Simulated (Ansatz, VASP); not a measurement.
## Two plane-wave programs on Na

The input INCAR:

```
SYSTEM = Na
PREC     = Accurate       ! precision mode
ENCUT    = 520            ! plane-wave cutoff, eV
EDIFF    = 1E-6           ! SCF threshold, eV
ISMEAR   = 0              ! smearing method
SIGMA    = 0.15           ! smearing width, eV
LREAL    = .FALSE.        ! projectors in reciprocal space
LASPH    = .TRUE.         ! aspherical terms in the spheres
NELM     = 60             ! most SCF steps
ALGO     = Fast           ! electronic algorithm
ISIF     = 2              ! what is computed and relaxed
LWAVE    = .FALSE.        ! write WAVECAR
LCHARG   = .TRUE.         ! write CHGCAR
GGA      = PE             ! functional
LELF     = .TRUE.         ! ELF
LVHAR    = .TRUE.       
NBANDS   = 10             ! bands
```

The input KPOINTS:

```
Automatic mesh
0
G
  16 16 16
  0 0 0
```

Contents of POSCAR:

```
Na
1.0
   -2.0936781250      2.0936781250      2.1175000000
    2.0936781250     -2.0936781250      2.1175000000
    2.1413218750      2.1413218750     -2.1175000000
Na
1
Direct
    0.0000000000      0.0000000000      0.0000000000
```

Input for Ansatz:

```yaml
crystal:
  lattice:
    - [-2.093678125, 2.093678125, 2.1175]
    - [2.093678125, -2.093678125, 2.1175]
    - [2.141321875, 2.141321875, -2.1175]
  atoms:
    - { symbol: Na, position: [0.0, 0.0, 0.0] }
basis:
  ecutwfc: 420
kpoints:
  mp_grid: { grid: [16, 16, 16] }
hamiltonian:
  xc: pbe
scf:
  occupations: { method: gaussian, width: 0.15 }
output:
  forces: true
  stress: true
  eigenvalues: true
```

Change from the starting cell: strain +0.0225 x Voigt [0, 0, 0, 0, 0, 1], atoms carried along.

Alike in both runs: task single point; functional PBE; k mesh 16 × 16 × 16; occupations gaussian, width 0.15 eV; no spin polarisation.

|  | VASP | Ansatz |
| --- | --- | --- |
| version | VASP 6.6.1 | Ansatz 0.2.0 |
| potentials or method | VASP PAW PBE potentials, release 64 (Na_pv), cutoff 520 eV | scalar-relativistic, plane waves, PAW |
| valence electrons in the cell | 7 | 9 |

Ansatz gave:

* gap on the k mesh at the Fermi level (eV): none
* pressure (GPa): -0.2
* traceless stress, the component that is largest in VASP (GPa): -0.14

Q: Estimate VASP's values.

A: gap on the k mesh at the Fermi level (eV): none; pressure (GPa): -0.3; traceless stress, the component that is largest in VASP (GPa): -0.14.

A gap of «none» marks a metal or a gap that the smearing closes. VASP's potentials hold 7 valence electrons a cell and Ansatz's 9, so a difference there can come from the potentials and not from the codes.
